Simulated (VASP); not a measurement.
Set up this calculation in VASP 6.6.1, as the native input.

* Task: single point
* Functional: LDA
* Potentials or basis: VASP PAW LDA potentials, release 64 (Ni)
* Cutoff: 520 eV
* k mesh: 24 × 24 × 24
* Occupations: gaussian, width 0.15 eV
* Spin: collinear spin, ferromagnetic start
* Starting moments: [0.7] μB
* Dipole correction: no
* Further INCAR settings: ALGO = Normal; EDIFF = 1e-06; NBANDS = 15

The structure of Ni lies in POSCAR:

```
Ni
1.0
    0.0000000000      1.7119891795      1.7119891795
    1.7119891795      0.0000000000      1.7119891795
    1.7119891795      1.7119891795      0.0000000000
Ni
1
Direct
    0.0000000000      0.0000000000      0.0000000000
```

One way to write it, as run:

INCAR

```
SYSTEM = Ni
PREC = Accurate
ENCUT = 520
EDIFF = 1E-6
ISMEAR = 0
SIGMA = 0.15
LREAL = .False.
LASPH = .True.
NELM = 150
ALGO = Normal
ISIF = 2
LWAVE = .False.
LCHARG = .False.
ISPIN = 2
MAGMOM = 0.7
LORBIT = 11
LMAXMIX = 4
GGA = CA
NBANDS = 15
```

KPOINTS

```
Automatic mesh
0
Gamma
  24 24 24
  0 0 0
```

Potentials or basis: VASP PAW LDA potentials, release 64 (Ni).

Command:

```bash
$ cat potpaw_LDA.64/Ni/POTCAR > POTCAR
$ mpirun -np 1 vasp_std > vasp.out
```

It gave:

| Quantity | Value |
| --- | --- |
| Pressure | -0.3 GPa |
| Net moment | 0.56 μB per cell |
| Site moments | Ni +0.56 μB |
| Valence electrons inside the program's atomic spheres | Ni 9.47 |

Run time: 47 s on 1 thread of Intel(R) Xeon(R) 6975P-C (Granite Rapids), with other jobs on the host, peak memory 0.19 GiB.
